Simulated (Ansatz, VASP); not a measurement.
ScGa2AsP2 in VASP and in Ansatz

```
Sc Ga P As
1.0
     4.59358    0.00000    0.00000
    -2.29679    3.97815    0.00000
     0.00000    0.00000   10.36579
Sc Ga P As
1 2 2 1
Cartesian
  0.0000 0.0000 5.1829
  0.0000 0.0000 2.3706
  0.0000 0.0000 7.9952
  0.0000 2.6521 5.1829
  2.2968 1.3261 5.1829
  0.0000 0.0000 0.0000
```

Alike in both runs: functional PBE; k mesh 12 × 12 × 4; occupations gaussian, width 0.1 eV; no spin polarisation.

Ansatz relaxed the structure, and its values are those at the end. VASP's run is a single point on that final structure, the one shown.

|  | VASP | Ansatz |
| --- | --- | --- |
| version | VASP 6.6.1 | Ansatz 0.2.0 |
| potentials or method | VASP PAW PBE potentials, release 64 (Sc_sv, Ga_d, P, As), cutoff 520 eV | scalar-relativistic, plane waves, PAW |
| valence electrons in the cell | 52 | 62 |

|  | VASP | Ansatz | Ansatz less VASP |
| --- | --- | --- | --- |
| gap on the k mesh at the Fermi level (eV) | none | none | - |
| pressure (GPa) | 0.1 | 0.0 | -0.06 |
| rms of the force components (eV/Å) | 0.007 | 0.000 | -0.0070 |

A gap of «none» marks a metal or a gap that the smearing closes. VASP's potentials hold 52 valence electrons a cell and Ansatz's 62, so a difference there can come from the potentials and not from the codes.
